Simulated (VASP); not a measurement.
# BaTiO3 (Amm2) in VASP: notebook

The runs below take BaTiO3 through single point, with PBEsol+U, PBE, PBEsol.

Program: VASP 6.6.1. These are calculated values, not measurements. Logs are shortened: lines on timing, memory, paths and dates and some standing lists are left out, and cuts for length are marked.

### 1 The cell of the first run

The structure is orthorhombic, space group Amm2 (No. 38). The conventional cell has a = 3.986 Å, b = 5.674 Å, c = 5.690 Å, α = 90.00°, β = 90.00°, γ = 90.00°. Within 3.7 Å of Ba (site symmetry mm2) lie 12 O at 2.77 to 2.92 Å and 8 Ti at 3.42 to 3.53 Å. Ti (site symmetry mm2) has 6 O at 1.93 to 2.09 Å within 2.6 Å. Within 2.6 Å of O (site symmetry m) lie 2 Ti at 1.93 to 2.09 Å. Within 2.6 Å of O (site symmetry mm2) lie 2 Ti at 2.00 Å.

### 2 Single point, PBEsol+U

The input, INCAR:

```
  PREC = Accurate
  ENCUT = 910
  EDIFF = 1E-6
  ISMEAR = -1
  SIGMA = 0.05
  LREAL = F
  LASPH = T
  NELM = 200
  ALGO = Normal
  ISIF = 2
  LWAVE = F
  LCHARG = F
  LMAXMIX = 4
  LDAU = T
  LDAUTYPE = 2
  LDAUL = -1 2 -1
  LDAUU = 0 2 0
  LDAUJ = 0 0 0
  LDAUPRINT = 1
  GGA = PS
  NBANDS = 28
  GGA_COMPAT = F
```

The input, KPOINTS:

```
regular mesh
0
Gamma
  7 7 7
```

The input, POSCAR:

```
BaTiO3
1.0
    3.9855000000      0.0000000000      0.0000000000
    0.0000000000      2.8369000000      2.8451500000
    0.0000000000     -2.8369000000      2.8451500000
Ba Ti O
1 1 3
Direct
    0.0000000000      0.0000000000      0.0000000000
    0.5000000000      0.5124000000      0.5124000000
    0.5000000000      0.9918400000      0.5052400000
    0.5000000000      0.5052400000      0.9918400000
    0.0000000000      0.4874000000      0.4874000000
```

Potentials or basis: VASP PAW PBE potentials, release 64 (Ba_sv, Ti_sv, O_h).

Launch:

```
$ cat potpaw_PBE.64/Ba_sv/POTCAR potpaw_PBE.64/Ti_sv/POTCAR potpaw_PBE.64/O_h/POTCAR > POTCAR
$ mpirun -np 1 vasp_std > vasp.out
```

OUTCAR:

```text
PREC = Accurate
   ENCUT = 910
   EDIFF = 1E-6
   ISMEAR = -1
   LREAL = F
   LASPH = T
   NELM = 200
   ISIF = 2
   GGA = PS

 ion  position               nearest neighbor table
   1  0.000  0.000  0.000-   5 2.77   4 2.81   3 2.81   3 2.81   4 2.81   5 2.84   5 2.84   4 2.84
                             3 2.84   3 2.84   4 2.84   5 2.92   2 3.42   2 3.42   2 3.47   2 3.47
   2  0.500  0.512  0.512-   3 1.93   4 1.93   5 2.00   5 2.00   3 2.09   4 2.09   1 3.42   1 3.42
                             1 3.47   1 3.47   1 3.47   1 3.47   1 3.53   1 3.53
   3  0.500  0.992  0.505-   2 1.93   2 2.09   1 2.81   1 2.81   1 2.84   1 2.84
   4  0.500  0.505  0.992-   2 1.93   2 2.09   1 2.81   1 2.81   1 2.84   1 2.84
   5  0.000  0.487  0.487-   2 2.00   2 2.00   1 2.77   1 2.84   1 2.84   1 2.92

  LATTYP: Found a base centered orthorhombic cell.
 ALAT       =     5.6738000000
 B/A-ratio  =     1.0029081039
 C/A-ratio  =     0.7024392823

  Lattice vectors:

 A1 = (   0.0000000000,   2.8369000000,  -2.8451500000)
 A2 = (   0.0000000000,   2.8369000000,   2.8451500000)
 A3 = (   3.9855000000,   0.0000000000,   0.0000000000)

Analysis of symmetry for initial positions (statically):
=====================================================================
 Subroutine PRICEL returns:
 Original cell was already a primitive cell.

 Routine SETGRP: Setting up the symmetry group for a
 base centered orthorhombic supercell.

 Subroutine GETGRP returns: Found  4 space group operations
 (whereof  4 operations were pure point group operations)
 out of a pool of  8 trial point group operations.

The static configuration has the point symmetry C_2v.

Analysis of symmetry for dynamics (positions and initial velocities):
=====================================================================
 Subroutine PRICEL returns:
 Original cell was already a primitive cell.

 Routine SETGRP: Setting up the symmetry group for a
 base centered orthorhombic supercell.

 Subroutine GETGRP returns: Found  4 space group operations
 (whereof  4 operations were pure point group operations)
 out of a pool of  8 trial point group operations.

The dynamic configuration has the point symmetry C_2v.

[... 153 lines left out ...]
  0.0000  0.2455  0.0000  0.0000  0.0000
  0.0000  0.0000  0.1470  0.0000 -0.0534
  0.0000  0.0000  0.0000  0.1185  0.0000
  0.0000  0.0000 -0.0534  0.0000  0.2129

spin component  2

  0.1168  0.0000  0.0000  0.0000  0.0000
  0.0000  0.2455  0.0000  0.0000  0.0000
  0.0000  0.0000  0.1470  0.0000 -0.0534
  0.0000  0.0000  0.0000  0.1185  0.0000
  0.0000  0.0000 -0.0534  0.0000  0.2129

 occupancies and eigenvectors

  o =  0.1168  v =  1.0000  0.0000  0.0000  0.0000  0.0000  0.0000  0.0000  0.0000  0.0000  0.0000      0.0000  0.0000  0.0000  0.0000  0.0000  0.0000  0.0000  0.0000  0.0000  0.0000
  o =  0.1168  v =  0.0000  0.0000  0.0000  0.0000  0.0000  1.0000  0.0000  0.0000  0.0000  0.0000      0.0000  0.0000  0.0000  0.0000  0.0000  0.0000  0.0000  0.0000  0.0000  0.0000
  o =  0.1171  v =  0.0000  0.0000 -0.8733  0.0000 -0.4871  0.0000  0.0000  0.0000  0.0000  0.0000      0.0000  0.0000  0.0000  0.0000  0.0000  0.0000  0.0000  0.0000  0.0000  0.0000
  o =  0.1171  v =  0.0000  0.0000  0.0000  0.0000  0.0000  0.0000  0.0000 -0.8733  0.0000 -0.4871      0.0000  0.0000  0.0000  0.0000  0.0000  0.0000  0.0000  0.0000  0.0000  0.0000
  o =  0.1185  v =  0.0000  0.0000  0.0000  1.0000  0.0000  0.0000  0.0000  0.0000  0.0000  0.0000      0.0000  0.0000  0.0000  0.0000  0.0000  0.0000  0.0000  0.0000  0.0000  0.0000
  o =  0.1185  v =  0.0000  0.0000  0.0000  0.0000  0.0000  0.0000  0.0000  0.0000  1.0000  0.0000      0.0000  0.0000  0.0000  0.0000  0.0000  0.0000  0.0000  0.0000  0.0000  0.0000
  o =  0.2428  v =  0.0000  0.0000  0.0000  0.0000  0.0000  0.0000  0.0000 -0.4871  0.0000  0.8733      0.0000  0.0000  0.0000  0.0000  0.0000  0.0000  0.0000  0.0000  0.0000  0.0000
  o =  0.2428  v =  0.0000  0.0000 -0.4871  0.0000  0.8733  0.0000  0.0000  0.0000  0.0000  0.0000      0.0000  0.0000  0.0000  0.0000  0.0000  0.0000  0.0000  0.0000  0.0000  0.0000
  o =  0.2455  v =  0.0000  0.0000  0.0000  0.0000  0.0000  0.0000  1.0000  0.0000  0.0000  0.0000      0.0000  0.0000  0.0000  0.0000  0.0000  0.0000  0.0000  0.0000  0.0000  0.0000
  o =  0.2455  v =  0.0000  1.0000  0.0000  0.0000  0.0000  0.0000  0.0000  0.0000  0.0000  0.0000      0.0000  0.0000  0.0000  0.0000  0.0000  0.0000  0.0000  0.0000  0.0000  0.0000

 number of electron      40.0000000 magnetization

 Free energy of the ion-electron system (eV)
  ---------------------------------------------------
  ext. energy  EPLUGINS =         0.00000000
  ---------------------------------------------------
  free energy    TOTEN  =       -40.61106352 eV

  energy without entropy =      -40.61106352  energy(sigma->0) =      -40.61106352

 E-fermi :   5.1237     XC(G=0): -11.5028

 val. band max:        4.0142780181   @ k =   0.4286   0.4286   0.4286
 cond. band min:       6.1109408117   @ k =   0.0000   0.0000   0.0000
 fundamental gap:      2.0966627935
 Fermi energy:         5.1236506564

 k-point     1 :       0.0000    0.0000    0.0000
  band No.  band energies     occupation
      1     -52.7547      2.00000
      2     -29.0686      2.00000
      3     -29.0677      2.00000
      4     -29.0525      2.00000
      5     -20.6871      2.00000
      6     -12.7463      2.00000
[... 733 lines left out ...]
     27      12.3198      0.00000
     28      12.4809      0.00000

 [... further k-points ...]
[... 5 lines left out ...]
  --------------------------------------------------------------------------------------
  -------------------------------------------------------------------------------------
  Total       -0.2681504     -0.2090004     -0.4680145      0.0000000      0.0000000      0.0000000
  in kB       -6.6777029     -5.2046990    -11.6548812      0.0000000      0.0000000      0.0000000
  external PRESSURE =      -7.8457610 kB  Pullay stress =       0.0000000 kB

 VOLUME and BASIS-vectors are now :
 -----------------------------------------------------------------------------
  energy-cutoff  :      910.00
  volume of cell :       64.34
      direct lattice vectors                 reciprocal lattice vectors
     3.985500000  0.000000000  0.000000000     0.250909547  0.000000000  0.000000000
     0.000000000  2.836900000  2.845150000     0.000000000  0.176248722  0.175737659
     0.000000000 -2.836900000  2.845150000     0.000000000 -0.176248722  0.175737659

 POSITION                                       TOTAL-FORCE (eV/Angst)
 -----------------------------------------------------------------------------------
      0.00000      0.00000      0.00000         0.000000      0.000000      0.160174
      1.99275      0.00000      2.91571         0.000000      0.000000     -0.102192
      1.99275      1.38044      4.25942         0.000000      0.114262     -0.143179
      1.99275     -1.38044      4.25942         0.000000     -0.114262     -0.143179
      0.00000      0.00000      2.77345         0.000000      0.000000      0.228375
 -----------------------------------------------------------------------------------
    total drift:                                0.000000     -0.000001     -0.001435

  FREE ENERGIE OF THE ION-ELECTRON SYSTEM (eV)
  ---------------------------------------------------
  free  energy   TOTEN  =       -40.6110635213 eV

  energy  without entropy=      -40.6110635212  energy(sigma->0) =      -40.61106352
```

Run time: 2.3 min. Hardware: 1 thread of Intel Xeon 6975P-C (Granite Rapids), shared host; peak memory 0.42 GiB.

Results:

```yaml
Free_energy: -40.6111 eV
Pressure: -0.8 GPa
Largest_force: 0.228 eV/Å
Band_gap_on_the_k_mesh: 2.10 eV (least direct gap 2.25 eV)
```

Forces on the atoms (eV/Å):
```
Ba   0.000  0.000  0.160
Ti   0.000  0.000 -0.102
O    0.000  0.114 -0.143
O    0.000 -0.114 -0.143
O    0.000  0.000  0.228
```

Levels at points of the mesh, in eV from the valence-band top:
```
           k point  band 18  band 19  band 20  band 21  band 22  band 23
(0.00, 0.00, 0.00)    -0.28    -0.19    -0.15     2.10     2.15     2.30
```

Eigenvalues of the final occupation matrices:
| site | spin | trace | eigenvalues |
| --- | --- | --- | --- |
| site 2 d | 1 | 0.84 | 0.12 0.12 0.12 0.24 0.25 |
| site 2 d | 2 | 0.84 | 0.12 0.12 0.12 0.24 0.25 |

Caveat: the cutoff is under 1.25 times the usual one of these potentials, so pressure, stress and relaxed cells hold a basis-set (Pulay) error; the PAW data sets were made with another functional, which shifts forces and pressure a little; spin-orbit coupling is left out, which moves the levels of the heavy elements; an odd mesh through Γ misses points on the zone boundary, where band edges can lie.

### 3 Single point, PBE

This run uses another cell than the first one, of 13.12 Å³/atom.

The input, INCAR:

```
  PREC = Accurate
  ENCUT = 910
  EDIFF = 1E-6
  ISMEAR = -1
  SIGMA = 0.05
  LREAL = False
  LASPH = True
  NELM = 120
  ALGO = Normal
  ISIF = 2
  LWAVE = False
  LCHARG = False
  GGA = PE
  NBANDS = 28
  GGA_COMPAT = False
```

KPOINTS is that of step 2.

POSCAR: that of step 2 with these lines changed.

```diff
@@ -2,5 +2,5 @@
 1.0
-    3.9855000000      0.0000000000      0.0000000000
-    0.0000000000      2.8369000000      2.8451500000
-    0.0000000000     -2.8369000000      2.8451500000
+    4.0118948090      0.0000000000      0.0000000000
+    0.0000000000      2.8556879648      2.8639926021
+    0.0000000000     -2.8556879648      2.8639926021
 Ba Ti O
```

Potentials or basis: VASP PAW PBE potentials, release 64 (Ba_sv, Ti_sv, O_h).

Launch:

```
$ cat potpaw_PBE.64/Ba_sv/POTCAR potpaw_PBE.64/Ti_sv/POTCAR potpaw_PBE.64/O_h/POTCAR > POTCAR
$ mpirun -np 1 vasp_std > vasp.out
```

Wall time 2 min (1 thread of Intel Xeon 6975P-C (Granite Rapids), shared host); peak memory 0.43 GiB.

It converged, with:

```
Free energy            : -40.0180 eV
Pressure               : 0.3 GPa
Largest force          : 0.320 eV/Å
Band gap on the k mesh : 1.88 eV (least direct gap 2.04 eV)
```

Forces in eV/Å, atoms in the order of the input:
```
Ba   0.000  0.000  0.150
Ti   0.000  0.000  0.259
O    0.000 -0.048 -0.317
O    0.000  0.048 -0.317
O    0.000  0.000  0.225
```

Stress tensor (GPa, compression positive):
```
 0.50  0.00  0.00
 0.00  0.55  0.00
 0.00  0.00 -0.05
```

Levels at points of the mesh, in eV from the valence-band top:
```tsv
k point	band 16	band 17	band 18	band 19	band 20	band 21	band 22	band 23	band 24	band 25
(0.00, 0.00, 0.00)	-1.04	-0.99	-0.30	-0.20	-0.15	1.88	1.94	2.09	3.95	3.99
```

Caveat: the cutoff is under 1.25 times the usual one of these potentials, so pressure, stress and relaxed cells hold a basis-set (Pulay) error; spin-orbit coupling is left out, which moves the levels of the heavy elements; an odd mesh through Γ misses points on the zone boundary, where band edges can lie.

### 4 Single point, PBEsol

This run uses another cell than the first one, of 12.69 Å³/atom.

The input, INCAR:

```
PREC = Accurate
ENCUT = 910
EDIFF = 1E-6
ISMEAR = -1
SIGMA = 0.05
LREAL = F
LASPH = T
NELM = 120
ALGO = Normal
ISIF = 2
LWAVE = F
LCHARG = T
GGA = PS
LELF = T
LVHAR = T
NBANDS = 28
GGA_COMPAT = F
```

The input, KPOINTS:

```
Automatic mesh
0
Gamma
  7 7 7
```

The input, POSCAR:

```
BaTiO3
1.0
    3.9498936663      0.0000000000      0.0000000000
    0.0000000000      2.8282992902      2.8387661408
    0.0000000000     -2.8282992902      2.8387661408
Ba Ti O
1 1 3
Direct
    0.0000000000      0.0070780030      0.0070780030
    0.5000000000      0.5198397662      0.5198397662
    0.5000000000      0.9848113105      0.4937263770
    0.5000000000      0.4937263770      0.9848113105
    0.0000000000      0.4914245434      0.4914245434
```

Launch:

```
$ cat potpaw_PBE.64/Ba_sv/POTCAR potpaw_PBE.64/Ti_sv/POTCAR potpaw_PBE.64/O_h/POTCAR > POTCAR
$ mpirun -np 1 vasp_std > vasp.out
```

Run time: 3 min. Hardware: 1 thread of Intel Xeon Platinum 8488C (Sapphire Rapids), shared host; peak memory 0.41 GiB.

Results (log left out):

| Quantity | Value |
| --- | --- |
| Free energy | -42.0251 eV |
| Pressure | 1.5 GPa |
| Largest force | 0.041 eV/Å |
| Band gap on the k mesh | 2.18 eV (least direct gap 2.44 eV) |

Forces in eV/Å, atoms in the order of the input:
```
Ba   0.000  0.000 -0.041
Ti   0.000  0.000 -0.024
O    0.000  0.005  0.024
O    0.000 -0.005  0.024
O    0.000  0.000  0.017
```

Levels at points of the mesh, in eV from the valence-band top:
```csv
k point,band 17,band 18,band 19,band 20,band 21,band 22,band 23,band 24
"(0.00, 0.00, 0.00)",-1.08,-0.37,-0.35,-0.26,2.18,2.36,2.44,4.50
```

Caveat: the cutoff is under 1.25 times the usual one of these potentials, so pressure, stress and relaxed cells hold a basis-set (Pulay) error; the PAW data sets were made with another functional, which shifts forces and pressure a little; spin-orbit coupling is left out, which moves the levels of the heavy elements; an odd mesh through Γ misses points on the zone boundary, where band edges can lie.

### 5 Single point, PBE

This run uses another cell than the first one, of 13.64 Å³/atom.

The input, INCAR:

```
SYSTEM = BaTiO3
ALGO = Normal
EDIFF = 1E-6
ENCUT = 910
GGA = PE
GGA_COMPAT = .False.
ISIF = 2
ISMEAR = -1
LASPH = .True.
LCHARG = .False.
LREAL = .False.
LWAVE = .False.
NBANDS = 28
NELM = 120
PREC = Accurate
SIGMA = 0.05
```

The input, KPOINTS:

```
k-points
0
Gamma
  7 7 7
  0 0 0
```

The input, POSCAR:

```
BaTiO3
1.0
    4.0636669038      0.0000000000      0.0000000000
    0.0000000000      2.8925396159      2.9009514217
    0.0000000000     -2.8925396159      2.9009514217
Ba Ti O
1 1 3
Direct
    0.0000000000      0.0000000000      0.0000000000
    0.5000000000      0.5124000000      0.5124000000
    0.5000000000      0.9918400000      0.5052400000
    0.5000000000      0.5052400000      0.9918400000
    0.0000000000      0.4874000000      0.4874000000
```

Launch:

```
$ cat potpaw_PBE.64/Ba_sv/POTCAR potpaw_PBE.64/Ti_sv/POTCAR potpaw_PBE.64/O_h/POTCAR > POTCAR
$ mpirun -np 1 vasp_std > vasp.out
```

Run time: 2.4 min. Hardware: 1 thread of Intel Xeon Platinum 8559C (Emerald Rapids), shared host; peak memory 0.44 GiB.

The run converged. Its results:

* Free energy: -39.9830 eV
* Pressure: -5.3 GPa
* Largest force: 0.444 eV/Å
* Band gap on the k mesh: 1.80 eV (least direct gap 1.99 eV)

Forces on the atoms (eV/Å):
```
Ba   0.000  0.000  0.144
Ti   0.000  0.000  0.437
O    0.000 -0.173 -0.408
O    0.000  0.173 -0.408
O    0.000  0.000  0.237
```

Stress tensor (GPa, compression positive):
```
-5.24  0.00  0.00
 0.00 -5.13  0.00
 0.00  0.00 -5.65
```

Levels at points of the mesh, in eV from the valence-band top:
| k point | band 16 | band 17 | band 18 | band 19 | band 20 | band 21 | band 22 | band 23 | band 24 | band 25 |
| --- | --- | --- | --- | --- | --- | --- | --- | --- | --- | --- |
| (0.00, 0.00, 0.00) | -0.99 | -0.94 | -0.32 | -0.23 | -0.19 | 1.80 | 1.86 | 1.99 | 3.70 | 3.73 |

Caveat: the cutoff is under 1.25 times the usual one of these potentials, so pressure, stress and relaxed cells hold a basis-set (Pulay) error; the cell stands under tension; spin-orbit coupling is left out, which moves the levels of the heavy elements; an odd mesh through Γ misses points on the zone boundary, where band edges can lie. As with any semilocal functional, this PBE gap is likely too small.

[end of part 1 of 2]
